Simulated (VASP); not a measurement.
Cd2I, 6 atoms in the cell. The structure is cubic, space group Fd-3m (No. 227). The conventional cell has a = 8.996 Å, b = 8.996 Å, c = 8.996 Å, α = 90.00°, β = 90.00°, γ = 90.00°. Cd (site symmetry -3m) has 6 Cd at 3.18 Å and 6 I at 3.73 Å within 4.2 Å. Within 4.9 Å of I (site symmetry -43m) lie 12 Cd at 3.73 Å and 4 I at 3.90 Å. 

| Property | Result |
| --- | --- |
| Program | VASP 6.6.1 |
| Task | single point |
| Functional | PBE |
| Potentials or basis | VASP PAW PBE potentials, release 64 (Cd, I) |
| Cutoff | 520 eV |
| k mesh | 4 × 4 × 4 |
| Occupations | gaussian, width 0.1 eV |
| Spin | no spin polarisation |
| Dipole correction | no |
| Further INCAR settings | ALGO = Normal; EDIFF = 1e-06; NBANDS = 40 |

Potentials or basis: VASP PAW PBE potentials, release 64 (Cd, I).

The run is started by

```console
$ cat potpaw_PBE.64/Cd/POTCAR potpaw_PBE.64/I/POTCAR > POTCAR
$ mpirun -np 1 vasp_std > vasp.out
```

Hardware: 1 thread of Intel(R) Xeon(R) 6975P-C (Granite Rapids), with other jobs on the host.

How long does it take, and how much memory?

It took 27 s on 1 thread of Intel(R) Xeon(R) 6975P-C (Granite Rapids), with other jobs on the host, peak memory 0.32 GiB. Counts: scf iterations 13, k points 8.
